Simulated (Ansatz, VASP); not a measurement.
**Two plane-wave programs on Na**

The input POSCAR:

```
Na
1.0
    3.7670000000      0.0000000000      0.0000000000
   -1.8835000000      3.2623176961      0.0000000000
    0.0000000000      0.0000000000      6.1540000000
Na
2
Direct
    0.6666666667      0.3333333333      0.7500000000
    0.3333333333      0.6666666667      0.2500000000
```

The input INCAR.step1:

```
ALGO = Normal
EDIFF = 1E-5
ENCUT = 520
GGA = PE
ISIF = 2
ISMEAR = -1
LASPH = T
LCHARG = F
LREAL = F
LWAVE = T
NBANDS = 14
NELM = 100
PREC = Accurate
SIGMA = 0.05
```

Contents of INCAR.step2:

```
ALGO = Normal
EDIFF = 1E-7
ENCUT = 520
GGA = PE
HFSCREEN = 0.2079
ISIF = 2
ISMEAR = -1
ISTART = 1
LASPH = T
LCHARG = F
LHFCALC = T
LREAL = F
LWAVE = F
NBANDS = 14
NELM = 100
PREC = Accurate
PRECFOCK = Normal
SIGMA = 0.05
```

File KPOINTS:

```
k-points
0
Gamma
  5 5 3
```

File input.yaml:

```yaml
crystal:
  lattice:
    - [3.767, 0.0, 0.0]
    - [-1.8835, 3.2623176961, 0.0]
    - [0.0, 0.0, 6.154]
  atoms:
    - { symbol: Na, position: [0.6666666667, 0.3333333333, 0.75] }
    - { symbol: Na, position: [0.3333333333, 0.6666666667, 0.25] }
hamiltonian:
  xc: hse06
  pseudopotentials: { kind: paw }
kpoints:
  mp_grid: { grid: [5, 5, 3] }
scf:
  occupations: { method: fermi_dirac, width: 0.05 }
  n_extra_bands: 6
output:
  forces: true
  stress: true
  eigenvalues: true
  dos: { projected: true, de: 0.05 }
```

Alike in both runs: functional HSE06; k mesh 5 × 5 × 3; occupations fermi-dirac, width 0.05 eV; no spin polarisation.

```csv
,VASP,Ansatz
version,VASP 6.6.1,Ansatz 0.2.0
potentials or method,"VASP PAW PBE potentials, release 64 (Na_pv)",Ansatz PAW
plane-wave cutoff (eV),520,420
valence electrons in the cell,14,18
task,single point,projected density of states
```

```tsv
	VASP	Ansatz	Ansatz less VASP
gap on the k mesh at the Fermi level (eV)	none	none	-
pressure (GPa)	-0.1	-0.1	+0.01
traceless stress, the component that is largest in VASP (GPa)	0.07	0.07	-0.002
```

A gap of «none» marks a metal or a gap that the smearing closes. VASP's potentials hold 14 valence electrons a cell and Ansatz's 18, so a difference there can come from the potentials and not from the codes.

The k mesh is coarse, so the values compare programs but aren't converged.
